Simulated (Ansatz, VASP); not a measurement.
## PbO in VASP and in Ansatz

```xyz
4
Lattice="3.6018 0.0000 0.0000 -1.8009 3.1192 0.0000 0.0000 0.0000 6.5342" Properties=species:S:1:pos:R:3 pbc="T T T"
Pb    0.0000    0.0000    0.0000
Pb    0.0000    0.0000    3.2671
O     0.0000    2.0795    1.6335
O     1.8009    1.0397    4.9006
```

Alike in both runs: task single point; functional r2SCAN; k mesh 9 × 9 × 4; occupations fermi-dirac, width 0.02 eV; no spin polarisation.

|  | VASP | Ansatz |
| --- | --- | --- |
| version | VASP 6.6.1 | Ansatz 0.2.0 |
| potentials or method | VASP PAW PBE potentials, release 64 (Pb_d, O) | plane waves, PAW |
| plane-wave cutoff (eV) | 520 | 500 |
| valence electrons in the cell | 40 | 40 |

```tsv
	VASP	Ansatz	Ansatz less VASP
pressure (GPa)	-2.5	-2.7	-0.12
traceless stress, the component that is largest in VASP (GPa)	-0.59	-0.62	-0.032
```

VASP's potentials were made for PBE, not for r2SCAN.

Neither program's run includes spin-orbit coupling.
